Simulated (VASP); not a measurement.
# In5PtCl (P4/mmm) in VASP: notebook, part 3 of 3

VASP 6.6.1.

**5. Single point, PBE**

This run uses another cell than the first one, of 26.48 Å³/atom.

The input, INCAR:

```
SYSTEM = In5PtCl
PREC = Accurate ; ENCUT = 520
EDIFF = 1E-6 ; ISMEAR = 0
SIGMA = 0.1 ; LREAL = .False.
LASPH = .True. ; NELM = 60
ALGO = Normal ; ISIF = 2
LWAVE = .False. ; LCHARG = .True.
GGA = PE ; LELF = .True.
LVHAR = .True. ; NBANDS = 50
```

The input, KPOINTS:

```
Automatic mesh
0
Gamma
  8 8 4
  0 0 0
```

The input, POSCAR:

```
In5PtCl
1.0
    4.3123064658      0.0000000000      0.0000000000
    0.0000000000      4.3123064658      0.0000000000
    0.0000000000      0.0000000000      9.9684127185
In Pt Cl
5 1 1
Direct
    0.5000000000      0.0000000000      0.7586693875
    0.0000000000      0.5000000000      0.7586693875
    0.5000000000      0.0000000000      0.2413306125
    0.0000000000      0.5000000000      0.2413306125
    0.0000000000      0.0000000000      0.0000000000
    0.5000000000      0.5000000000      0.0000000000
    0.0000000000      0.0000000000      0.5000000000
```

Potentials or basis: VASP PAW PBE potentials, release 64 (In_d, Pt, Cl).

On the command line:

```bash
cat potpaw_PBE.64/In_d/POTCAR potpaw_PBE.64/Pt/POTCAR potpaw_PBE.64/Cl/POTCAR > POTCAR
mpirun -np 1 vasp_std > vasp.out
```

OUTCAR:

```text
SYSTEM = In5PtCl
   PREC = Accurate
   ENCUT = 520
   EDIFF = 1E-6
   ISMEAR = 0
   LREAL = .False.
   LASPH = .True.
   NELM = 60
   ISIF = 2
   GGA = PE

 ion  position               nearest neighbor table
   1  0.500  0.000  0.759-   2 3.05   2 3.05   2 3.05   2 3.05   6 3.23   6 3.23   5 3.23   5 3.23

   2  0.000  0.500  0.759-   1 3.05   1 3.05   1 3.05   1 3.05   5 3.23   6 3.23   6 3.23   5 3.23

   3  0.500  0.000  0.241-   4 3.05   4 3.05   4 3.05   4 3.05   6 3.23   6 3.23   5 3.23   5 3.23

   4  0.000  0.500  0.241-   3 3.05   3 3.05   3 3.05   3 3.05   5 3.23   6 3.23   6 3.23   5 3.23

   5  0.000  0.000  0.000-   6 3.05   6 3.05   6 3.05   6 3.05   1 3.23   2 3.23   4 3.23   2 3.23
                             1 3.23   3 3.23   3 3.23   4 3.23
   6  0.500  0.500  0.000-   5 3.05   5 3.05   5 3.05   5 3.05   1 3.23   1 3.23   3 3.23   2 3.23
                             2 3.23   4 3.23   3 3.23   4 3.23
   7  0.000  0.000  0.500-

  LATTYP: Found a simple tetragonal cell.
 ALAT       =     4.3123064658
 C/A-ratio  =     2.3116197324

  Lattice vectors:

 A1 = (   4.3123064658,   0.0000000000,   0.0000000000)
[... 192 lines left out ...]
 Fermi energy:         5.9412227482

 k-point     1 :       0.0000    0.0000    0.0000
  band No.  band energies     occupation
      1      -9.0100      2.00000
      2      -9.0020      2.00000
      3      -8.9194      2.00000
      4      -8.8127      2.00000
      5      -8.8020      2.00000
      6      -8.7970      2.00000
[... 1261 lines left out ...]
     49      10.9728      0.00000
     50      11.4948      0.00000

 [... further k-points ...]

------------------------ aborting loop because EDIFF is reached ----------------------------------------

  FORCE on cell =-STRESS in cart. coord.  units (eV):
  Direction    XX          YY          ZZ          XY          YZ          ZX
  --------------------------------------------------------------------------------------
  -------------------------------------------------------------------------------------
  Total       -0.0441818     -0.0441818     -0.0417036      0.0000000     -0.0000000     -0.0000000
  in kB       -0.3818639     -0.3818639     -0.3604451      0.0000000     -0.0000000     -0.0000000
  external PRESSURE =      -0.3747243 kB  Pullay stress =       0.0000000 kB

 VOLUME and BASIS-vectors are now :
 -----------------------------------------------------------------------------
  energy-cutoff  :      520.00
  volume of cell :      185.37
      direct lattice vectors                 reciprocal lattice vectors
     4.312306466  0.000000000  0.000000000     0.231894465  0.000000000  0.000000000
     0.000000000  4.312306466  0.000000000     0.000000000  0.231894465  0.000000000
     0.000000000  0.000000000  9.968412718     0.000000000  0.000000000  0.100316874

 POSITION                                       TOTAL-FORCE (eV/Angst)
 -----------------------------------------------------------------------------------
      2.15615      0.00000      7.56273         0.000000     -0.000000      0.004999
      0.00000      2.15615      7.56273         0.000000      0.000000      0.004999
      2.15615      0.00000      2.40568         0.000000     -0.000000     -0.004999
      0.00000      2.15615      2.40568         0.000000      0.000000     -0.004999
      0.00000      0.00000      0.00000         0.000000     -0.000000     -0.000000
      2.15615      2.15615      0.00000         0.000000     -0.000000     -0.000000
      0.00000      0.00000      4.98421         0.000000     -0.000000     -0.000000
 -----------------------------------------------------------------------------------
    total drift:                                0.000000     -0.000000      0.000000

  FREE ENERGIE OF THE ION-ELECTRON SYSTEM (eV)
  ---------------------------------------------------
  free  energy   TOTEN  =       -21.6325596608 eV

  energy  without entropy=      -21.6151024425  energy(sigma->0) =      -21.62383105
```

OSZICAR:

```text
N       E                     dE             d eps       ncg     rms          rms(c)
DAV:   1     0.911027920613E+03    0.91103E+03   -0.37813E+04  4520   0.211E+03
DAV:   2     0.118416429494E+03   -0.79261E+03   -0.77056E+03  4516   0.549E+02
DAV:   3    -0.121618836985E+02   -0.13058E+03   -0.12355E+03  5152   0.219E+02
DAV:   4    -0.219387549022E+02   -0.97769E+01   -0.95687E+01  5426   0.595E+01
DAV:   5    -0.223014305332E+02   -0.36268E+00   -0.36186E+00  6292   0.109E+01    0.873E+00
DAV:   6    -0.216868677535E+02    0.61456E+00   -0.11424E+00  6504   0.891E+00    0.431E+00
DAV:   7    -0.216412524304E+02    0.45615E-01   -0.63170E-01  5666   0.559E+00    0.141E+00
DAV:   8    -0.216337285875E+02    0.75238E-02   -0.11586E-01  6282   0.239E+00    0.990E-01
DAV:   9    -0.216318076593E+02    0.19209E-02   -0.22836E-02  6336   0.132E+00    0.518E-01
DAV:  10    -0.216318763479E+02   -0.68689E-04   -0.59582E-03  6346   0.814E-01    0.245E-01
DAV:  11    -0.216323679761E+02   -0.49163E-03   -0.16139E-03  5538   0.332E-01    0.627E-02
DAV:  12    -0.216324934970E+02   -0.12552E-03   -0.35175E-04  6318   0.110E-01    0.500E-02
DAV:  13    -0.216325347537E+02   -0.41257E-04   -0.45093E-05  4886   0.494E-02    0.266E-02
DAV:  14    -0.216325558810E+02   -0.21127E-04   -0.32416E-05  5426   0.287E-02    0.517E-03
DAV:  15    -0.216325594930E+02   -0.36121E-05   -0.65555E-06  4908   0.131E-02    0.721E-03
DAV:  16    -0.216325596608E+02   -0.16775E-06   -0.68393E-07  3346   0.426E-03
   1 F= -.21632560E+02 E0= -.21623831E+02  d E =-.174572E-01
```

stdout:

```text
POSCAR found type information on POSCAR InPtCl
 POSCAR found :  3 types and       7 ions
 scaLAPACK will be used
 LDA part: xc-table for (Slater+PW92), standard interpolation
 POSCAR, INCAR and KPOINTS ok, starting setup
 FFT: planning ... GRIDC
 FFT: planning ... GRID_SOFT
 FFT: planning ... GRID
 WAVECAR not read
 entering main loop
```

Wall time 4.1 min (1 thread of AMD EPYC 9R45 (Zen 5), shared host); peak memory 0.47 GiB.

What came out:

- Free energy: -21.6326 eV
- Pressure: 0.0 GPa
- Largest force: 0.005 eV/Å
- Band gap on the k mesh: zero (bands 41 and 42 overlap by 3.09 eV)

Forces in eV/Å, atoms in the order of the input:
```
In   0.000  0.000  0.005
In   0.000  0.000  0.005
In   0.000  0.000 -0.005
In   0.000  0.000 -0.005
In   0.000  0.000  0.000
Pt   0.000  0.000  0.000
Cl   0.000  0.000  0.000
```

Levels at points of the mesh, in eV from the Fermi level:
```csv
k point,band 38,band 39,band 40,band 41,band 42,band 43,band 44,band 45
"(0.00, 0.00, 0.00)",-0.41,-0.41,0.23,0.24,0.59,1.07,1.07,1.67
"(0.50, 0.00, 0.00)",-1.88,-1.34,-0.71,1.43,1.90,2.52,2.72,2.73
"(0.50, 0.50, 0.00)",-1.70,-1.62,-1.55,-1.55,-1.52,0.19,0.19,0.83
"(0.00, 0.00, 0.50)",-1.15,-0.60,-0.60,0.11,0.75,1.36,1.36,1.68
"(0.50, 0.00, 0.50)",-1.88,-1.39,-1.35,1.30,2.11,2.51,2.58,3.07
"(0.50, 0.50, 0.50)",-1.81,-1.62,-1.03,-1.03,-0.95,-0.55,-0.55,1.26
```

Caveat: spin-orbit coupling is left out, which moves the levels of the heavy elements.

**6. Summary**

| task | cell | k mesh | cutoff (eV) | gap on the mesh (eV) | pressure (GPa) |
| --- | --- | --- | --- | --- | --- |
| single point | a = 4.692, b = 4.692, c = 8.868 Å, 7 atoms, atomic positions A | 4 × 4 × 2 | 520 | none | 0.0 |
| single point | a = 4.477, b = 4.477, c = 7.863 Å, 7 atoms, atomic positions B | 4 × 4 × 2 | 520 | none | 8.4 |
| relaxation of cell and atoms | relaxed from a = 4.477, b = 4.477, c = 7.863 Å, 7 atoms, atomic positions B | 4 × 4 × 2 | 600 | none | 0.2 |
| single point | a = 4.312, b = 4.312, c = 9.968 Å, 7 atoms, atomic positions C | 8 × 8 × 4 | 520 | none | 0.0 |

Alike in all rows: level PBE; potentials or basis VASP PAW PBE potentials, release 64 (In_d, Pt, Cl); no spin polarisation; smearing gaussian 0.1 eV.

Caveats: some runs use coarse meshes; spin-orbit coupling is left out, which moves the levels of the heavy elements; forces of over 1 eV/Å act on the atoms, so gaps and moduli don't describe the material at rest (at least some runs); the volume moved by over 15 % at a fixed basis, so the end points are rough (at least some runs).

Total energies depend on the potentials used, so only differences within one code and one set of settings carry meaning.
